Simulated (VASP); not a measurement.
# InSb (pbe) (Fm-3m) in VASP: a series of runs

Runs on InSb (pbe). Level: PBE. Tasks: single point, relaxation of cell and atoms.

Everything below comes from runs of VASP 6.6.1. Logs are shortened: lines on timing, memory, paths and dates and some standing lists are left out, and cuts for length are marked.

## Step 1: The cell of the first run

It takes space group Fm-3m (No. 225, cubic). The conventional cell has a = 6.147 Å, b = 6.147 Å, c = 6.147 Å, α = 90.00°, β = 90.00°, γ = 90.00°. In (site symmetry m-3m) has 6 Sb at 3.07 Å within 4.0 Å. Sb (site symmetry m-3m) has 6 In at 3.07 Å within 4.0 Å.

## Step 2: Single point, PBE

Input file INCAR:

```
PREC     = Accurate       # precision mode
ENCUT    = 500            # plane-wave cutoff, eV
EDIFF    = 1E-6           # SCF threshold, eV
ISMEAR   = 0              # smearing method
SIGMA    = 0.1            # smearing width, eV
LREAL    = F              # projectors in reciprocal space
LASPH    = T              # aspherical terms in the spheres
NELM     = 120            # most SCF steps
ALGO     = Normal         # electronic algorithm
ISIF     = 2              # what is computed and relaxed
LWAVE    = F              # write WAVECAR
LCHARG   = F              # write CHGCAR
GGA      = PE             # functional
NBANDS   = 16             # bands
GGA_COMPAT= F
```

Input file KPOINTS:

```
Automatic mesh
0
Gamma
  6 6 6
```

Input file POSCAR:

```
InSb
1.0
    0.0000000000      3.0735130000      3.0735130000
    3.0735130000      0.0000000000      3.0735130000
    3.0735130000      3.0735130000      0.0000000000
In Sb
1 1
Direct
    0.0000000000      0.0000000000      0.0000000000
    0.5000000000      0.5000000000      0.5000000000
```

Potentials or basis: VASP PAW PBE potentials, release 64 (In_d, Sb).

Run with:

```bash
$ cat potpaw_PBE.64/In_d/POTCAR potpaw_PBE.64/Sb/POTCAR > POTCAR
$ mpirun -np 1 vasp_std > vasp.out
```

OUTCAR:

```text
PREC = Accurate
   ENCUT = 500
   EDIFF = 1E-6
   ISMEAR = 0
   LREAL = F
   LASPH = T
   NELM = 120
   ISIF = 2
   GGA = PE

 ion  position               nearest neighbor table
   1  0.000  0.000  0.000-   2 3.07   2 3.07   2 3.07   2 3.07   2 3.07   2 3.07
   2  0.500  0.500  0.500-   1 3.07   1 3.07   1 3.07   1 3.07   1 3.07   1 3.07

  LATTYP: Found a face centered cubic cell.
 ALAT       =     6.1470260000

  Lattice vectors:

 A1 = (   0.0000000000,   3.0735130000,   3.0735130000)
 A2 = (   3.0735130000,   0.0000000000,   3.0735130000)
 A3 = (   3.0735130000,   3.0735130000,   0.0000000000)

Analysis of symmetry for initial positions (statically):
=====================================================================
 Subroutine PRICEL returns:
 Original cell was already a primitive cell.

 Routine SETGRP: Setting up the symmetry group for a
 face centered cubic supercell.

 Subroutine GETGRP returns: Found 48 space group operations
 (whereof 48 operations were pure point group operations)
 out of a pool of 48 trial point group operations.

The static configuration has the point symmetry O_h .

Analysis of symmetry for dynamics (positions and initial velocities):
=====================================================================
 Subroutine PRICEL returns:
 Original cell was already a primitive cell.

 Routine SETGRP: Setting up the symmetry group for a
 face centered cubic supercell.

 Subroutine GETGRP returns: Found 48 space group operations
 (whereof 48 operations were pure point group operations)
 out of a pool of 48 trial point group operations.

The dynamic configuration has the point symmetry O_h .

 Subroutine INISYM returns: Found 48 space group operations
 (whereof 48 operations are pure point group operations),
 and found     1 'primitive' translations

----------------------------------------------------------------------------------------

                                     Primitive cell

  volume of cell :      58.0678

  direct lattice vectors                    reciprocal lattice vectors
     0.000000000  3.073513000  3.073513000    -0.162680295  0.162680295  0.162680295
     3.073513000  0.000000000  3.073513000     0.162680295 -0.162680295  0.162680295
     3.073513000  3.073513000  0.000000000     0.162680295  0.162680295 -0.162680295

  length of vectors
     4.346603769  4.346603769  4.346603769     0.281770535  0.281770535  0.281770535

  position of ions in fractional coordinates (direct lattice)
     0.000000000  0.000000000  0.000000000
     0.500000000  0.500000000  0.500000000

  ion indices of the primitive-cell ions
   primitive index   ion index
                 1           1
                 2           2

----------------------------------------------------------------------------------------

 KPOINTS: Automatic mesh

Automatic generation of k-mesh.
 Grid dimensions read from file:
 generate k-points for:    6    6    6

 Generating k-lattice:

  Cartesian coordinates                     Fractional coordinates (reciprocal lattice)
    -0.027113382  0.027113382  0.027113382     0.166666667  0.000000000  0.000000000
     0.027113382 -0.027113382  0.027113382     0.000000000  0.166666667  0.000000000
     0.027113382  0.027113382 -0.027113382     0.000000000  0.000000000  0.166666667

  Length of vectors
     0.046961756  0.046961756  0.046961756

  Shift w.r.t. Gamma in fractional coordinates (k-lattice)
     0.000000000  0.000000000  0.000000000

 Subroutine IBZKPT returns following result:
 ===========================================

 Found     16 irreducible k-points:

 Following reciprocal coordinates:
            Coordinates               Weight
  0.000000  0.000000  0.000000      1.000000
  0.166667  0.000000  0.000000      8.000000
  0.333333  0.000000  0.000000      8.000000
  0.500000  0.000000  0.000000      4.000000
  0.166667  0.166667  0.000000      6.000000
  0.333333  0.166667  0.000000     24.000000
[... 8 lines left out ...]
 -0.333333  0.333333  0.166667     24.000000
 -0.333333  0.500000  0.166667     12.000000
   k-points           NKPTS =     16   k-points in BZ     NKDIM =     16   number of bands    NBANDS=     16
   number of dos      NEDOS =    301   number of ions     NIONS =      2
   total plane-waves  NPLWV =  32768
   dimension x,y,z NGX =    32 NGY =   32 NGZ =   32
   dimension x,y,z NGXF=    64 NGYF=   64 NGZF=   64
   ions per type =               1   1
   NGX,Y,Z   is equivalent  to a cutoff of  12.24, 12.24, 12.24 a.u.
   NGXF,Y,Z  is equivalent  to a cutoff of  24.48, 24.48, 24.48 a.u.
 SYSTEM =  unknown system
   PREC   = accura    normal or accurate (medium, high low for compatibility)
   ISTART =      0    job   : 0-new  1-cont  2-samecut
   ICHARG =      2    charge: 1-file 2-atom 10-const
   ISPIN  =      1    spin polarized calculation?
   LNONCOLLINEAR =      F non collinear calculations
   LSORBIT =      F    spin-orbit coupling
   LASPH  =      T    aspherical Exc in radial PAW
   ENCUT  =  500.0 eV  36.75 Ry    6.06 a.u.   7.92  7.92  7.92*2*pi/ulx,y,z
   NELM   =    120;   NELMIN=  2; NELMDL= -5     # of ELM steps
   EDIFF  = 0.1E-05   stopping-criterion for ELM
   LREAL  =      F    real-space projection
   EDIFFG = 0.1E-04   stopping-criterion for IOM
   NSW    =      0    number of steps for IOM
   IBRION =     -1    ionic relax: 0-MD 1-quasi-New 2-CG
   NFREE  =      0    steps in history (QN), initial steepest desc. (CG)
   ISIF   =      2    stress and relaxation
   ISYM   =      2    0-nonsym 1-usesym 2-fastsym
   POTIM  = 0.5000    time-step for ionic-motion
   TEBEG  =    0.0;   TEEND  =   0.0 temperature during run
   PSTRESS=    0.0 pullay stress
   NELECT =      18.0000    total number of electrons
   NUPDOWN=      -1.0000    fix difference up-down
   EMIN   =  10.00;   EMAX   =-10.00  energy-range for DOS
   EFERMI =   0.00;   METHOD = LEGACY
   ISMEAR =     0;   SIGMA  =   0.10  broadening in eV -4-tet -1-fermi 0-gaus
   EFERMI_NEDOS =   21; number of points for ismear=-14 and -15
   IALGO  =     38    algorithm
   IMIX   =      4    mixing-type and parameters
     AMIX     =   0.40;   BMIX     =  1.00
     AMIX_MAG =   1.60;   BMIX_MAG =  1.00
  volume/ion in A,a.u.               =      29.03       195.93
  Fermi-wavevector in a.u.,A,eV,Ry     =   1.107951  2.093724 16.701910  1.227556
  Thomas-Fermi vector in A             =   2.244472
   LORBIT       =      0    0 simple, 1 ext, 2 COOP (PROOUT), +10 PAW based schemes
   GGA     = PE    functional components
   LHFCALC =     F    Hartree Fock is set to
   AEXX    =    0.0000 exact exchange contribution
   IVDW    =     0    specifies the selected vdW correction
   LEPSILON=     F    determine dielectric tensor
   LRPA    =     F    only Hartree local field effects (RPA)
 non-spin polarized calculation
 Gauss-broadening in eV      SIGMA  =   0.10
  energy-cutoff  :      500.00
  volume of cell :       58.07
 maximum number of plane-waves:      1488
   NGX = 15   NGY = 15   NGZ = 15

 number of electron      18.0000004 magnetization

 Free energy of the ion-electron system (eV)
  ---------------------------------------------------
  ext. energy  EPLUGINS =         0.00000000
  ---------------------------------------------------
  free energy    TOTEN  =        -6.66035835 eV

  energy without entropy =       -6.64732916  energy(sigma->0) =       -6.65384375

 E-fermi :   6.7244     XC(G=0):  -9.7048

 val. band max:        6.6889334820   @ k =  -0.3333   0.1667   0.0000
 cond. band min:       6.7344356891   @ k =  -0.3333   0.3333   0.0000
 fundamental gap:      0.0455022071
 Fermi energy:         6.7243808955

 k-point     1 :       0.0000    0.0000    0.0000
  band No.  band energies     occupation
      1      -7.8679      2.00000
      2      -7.8679      2.00000
      3      -7.8404      2.00000
      4      -7.8404      2.00000
      5      -7.8404      2.00000
      6      -4.2972      2.00000
[... 8 lines left out ...]
     15      12.7463      0.00000
     16      12.7463      0.00000

 k-point     2 :       0.1667    0.0000    0.0000
  band No.  band energies     occupation
      1      -7.8746      2.00000
      2      -7.8746      2.00000
      3      -7.8405      2.00000
      4      -7.8345      2.00000
      5      -7.8345      2.00000
      6      -4.0068      2.00000
[... 8 lines left out ...]
     15      13.3809      0.00000
     16      13.3809      0.00000

 k-point     3 :       0.3333    0.0000    0.0000
  band No.  band energies     occupation
      1      -7.8899      2.00000
      2      -7.8899      2.00000
      3      -7.8412      2.00000
      4      -7.8206      2.00000
      5      -7.8206      2.00000
      6      -3.2076      2.00000
[... 8 lines left out ...]
     15      14.9979      0.00000
     16      14.9979      0.00000

 k-point     4 :       0.5000    0.0000    0.0000
  band No.  band energies     occupation
      1      -7.8978      2.00000
      2      -7.8978      2.00000
      3      -7.8419      2.00000
      4      -7.8134      2.00000
      5      -7.8134      2.00000
      6      -2.5204      2.00000
[... 8 lines left out ...]
     15      17.0099      0.00000
     16      17.0099      0.00000
[... 172 lines left out ...]
 k-point    14 :       0.5000    0.3333    0.1667
  band No.  band energies     occupation
      1      -7.9352      2.00000
      2      -7.8740      2.00000
      3      -7.8424      2.00000
      4      -7.8174      2.00000
      5      -7.8100      2.00000
      6      -2.5250      2.00000
[... 8 lines left out ...]
     15      16.6036      0.00000
     16      16.6857      0.00000

 k-point    15 :      -0.3333    0.3333    0.1667
  band No.  band energies     occupation
      1      -7.9413      2.00000
      2      -7.8804      2.00000
      3      -7.8317      2.00000
      4      -7.8268      2.00000
      5      -7.8038      2.00000
      6      -1.9715      2.00000
[... 8 lines left out ...]
     15      14.7338      0.00000
     16      18.1274      0.00000

 k-point    16 :      -0.3333    0.5000    0.1667
  band No.  band energies     occupation
      1      -7.9665      2.00000
      2      -7.8672      2.00000
      3      -7.8452      2.00000
      4      -7.8146      2.00000
      5      -7.7979      2.00000
      6      -1.7682      2.00000
[... 8 lines left out ...]
     15      16.7175      0.00000
     16      19.0446      0.00000

------------------------ aborting loop because EDIFF is reached ----------------------------------------

  FORCE on cell =-STRESS in cart. coord.  units (eV):
  Direction    XX          YY          ZZ          XY          YZ          ZX
  --------------------------------------------------------------------------------------
  -------------------------------------------------------------------------------------
  Total        0.0041853      0.0041853      0.0041853      0.0000000      0.0000000      0.0000000
  in kB        0.1154782      0.1154782      0.1154782      0.0000000      0.0000000      0.0000000
  external PRESSURE =       0.1154782 kB  Pullay stress =       0.0000000 kB

 VOLUME and BASIS-vectors are now :
 -----------------------------------------------------------------------------
  energy-cutoff  :      500.00
  volume of cell :       58.07
      direct lattice vectors                 reciprocal lattice vectors
     0.000000000  3.073513000  3.073513000    -0.162680295  0.162680295  0.162680295
     3.073513000  0.000000000  3.073513000     0.162680295 -0.162680295  0.162680295
     3.073513000  3.073513000  0.000000000     0.162680295  0.162680295 -0.162680295

 POSITION                                       TOTAL-FORCE (eV/Angst)
 -----------------------------------------------------------------------------------
      0.00000      0.00000      0.00000         0.000000     -0.000000      0.000000
      3.07351      3.07351      3.07351        -0.000000      0.000000     -0.000000
 -----------------------------------------------------------------------------------
    total drift:                                0.000000     -0.000000     -0.000000

  FREE ENERGIE OF THE ION-ELECTRON SYSTEM (eV)
  ---------------------------------------------------
  free  energy   TOTEN  =        -6.6603583465 eV

  energy  without entropy=       -6.6473291616  energy(sigma->0) =       -6.65384375
```

It took 8.3 s on 1 thread of AMD EPYC 9R45 (Zen 5), shared host; peak memory 0.15 GiB.

Results:

```
Free energy            : -6.6604 eV
Pressure               : 0.0 GPa
Band gap on the k mesh : zero (band 9 reaches 7.18 eV, above the bottom of band 10 at 4.50 eV)
```

Caveat: spin-orbit coupling is left out, which moves the levels of the heavy elements.

## Step 3: Single point, PBE

Input file INCAR:

```
SYSTEM = InSb
PREC = Accurate
ENCUT = 500
EDIFF = 1E-6
ISMEAR = 0
SIGMA = 0.1
LREAL = .False.
LASPH = .True.
NELM = 120
ALGO = Normal
ISIF = 2
LWAVE = .False.
LCHARG = .False.
GGA = PE
NBANDS = 16
GGA_COMPAT = .False.
```

Input file KPOINTS:

```
Automatic mesh
0
Gamma
  12 12 12
  0 0 0
```

Input file POSCAR:

```
InSb
1.0
    0.0000000000      3.0747434115      3.0747434115
    3.0747434115      0.0000000000      3.0747434115
    3.0747434115      3.0747434115      0.0000000000
In Sb
1 1
Direct
    0.0000000000      0.0000000000      0.0000000000
    0.5000000000      0.5000000000      0.5000000000
```

Potentials or basis: VASP PAW PBE potentials, release 64 (In_d, Sb).

Run with:

```bash
$ cat potpaw_PBE.64/In_d/POTCAR potpaw_PBE.64/Sb/POTCAR > POTCAR
$ mpirun -np 1 vasp_std > vasp.out
```

Wall time 25 s (1 thread of AMD EPYC 9R45 (Zen 5), shared host); peak memory 0.18 GiB.

The run converged. Its results:

* Free energy: -6.6660 eV
* Pressure: 0.0 GPa
* Band gap on the k mesh: zero (band 9 reaches 7.15 eV, above the bottom of band 10 at 4.48 eV)

Levels at points of the mesh, in eV from the Fermi level:
```tsv
k point	band 5	band 6	band 7	band 8	band 9	band 10	band 11	band 12	band 13	band 14
(0.00, 0.00, 0.00)	-14.35	-10.86	-0.50	-0.01	-0.01	-0.01	6.05	6.05	6.05	6.19
(0.50, 0.00, 0.00)	-14.32	-9.10	-6.32	0.36	0.36	2.21	2.50	2.50	3.23	9.96
(0.50, 0.50, 0.00)	-14.31	-8.42	-4.33	-3.31	-2.05	-2.05	3.28	8.21	8.21	10.04
```

Caveat: spin-orbit coupling is left out, which moves the levels of the heavy elements.

(Continued in part 2 of 2.)
